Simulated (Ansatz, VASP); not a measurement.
## Tl in VASP and in Ansatz

INCAR

```
SYSTEM = Tl
ALGO = Fast
EDIFF = 1E-7
ENCUT = 520
GGA = PS
ISIF = 2
ISMEAR = 0
LASPH = .TRUE.
LCHARG = .TRUE.
LELF = .TRUE.
LREAL = .FALSE.
LVHAR = .TRUE.
LWAVE = .FALSE.
NBANDS = 12
NELM = 60
PREC = Accurate
SIGMA = 0.15
```

The input KPOINTS:

```
k-points
0
G
  18 18 18
  0 0 0
```

Contents of POSCAR:

```
Tl
1.0
   -1.9118850000      1.9410000000      1.9118850000
    1.9701150000     -1.9410000000      1.9701150000
    1.9118850000      1.9410000000     -1.9118850000
Tl
1
Direct
    0.0000000000      0.0000000000      0.0000000000
```

Input for Ansatz:

```yaml
crystal:
  lattice:
    - [-1.911885, 1.941, 1.911885]
    - [1.970115, -1.941, 1.970115]
    - [1.911885, 1.941, -1.911885]
  atoms:
    - { symbol: Tl, position: [0.0, 0.0, 0.0] }
basis:
  ecutwfc: 420
kpoints:
  mp_grid: { grid: [18, 18, 18] }
hamiltonian:
  xc: pbesol
scf:
  occupations: { method: gaussian, width: 0.15 }
output:
  forces: true
  stress: true
  eigenvalues: true
```

Change from the starting cell: strain +0.0300 x Voigt [0, 0, 0, 0, 1, 0], atoms carried along.

Alike in both runs: task single point; functional PBEsol; k mesh 18 × 18 × 18; occupations gaussian, width 0.15 eV; no spin polarisation.

```csv
,VASP,Ansatz
version,VASP 6.6.1,Ansatz 0.2.0
potentials or method,"VASP PAW PBE potentials, release 64 (Tl_d), cutoff 520 eV","scalar-relativistic, plane waves, PAW"
valence electrons in the cell,13,13
```

|  | VASP | Ansatz | Ansatz less VASP |
| --- | --- | --- | --- |
| gap on the k mesh at the Fermi level (eV) | none | none | - |
| pressure (GPa) | -0.8 | -0.8 | +0.05 |
| traceless stress, the component that is largest in VASP (GPa) | -0.46 | -0.46 | 0.000 |

VASP's potentials were made for PBE, not for PBEsol. A gap of «none» marks a metal or a gap that the smearing closes. The functional is the same, so the differences come from potentials, cutoffs and numerics.

Spin-orbit coupling is off throughout.
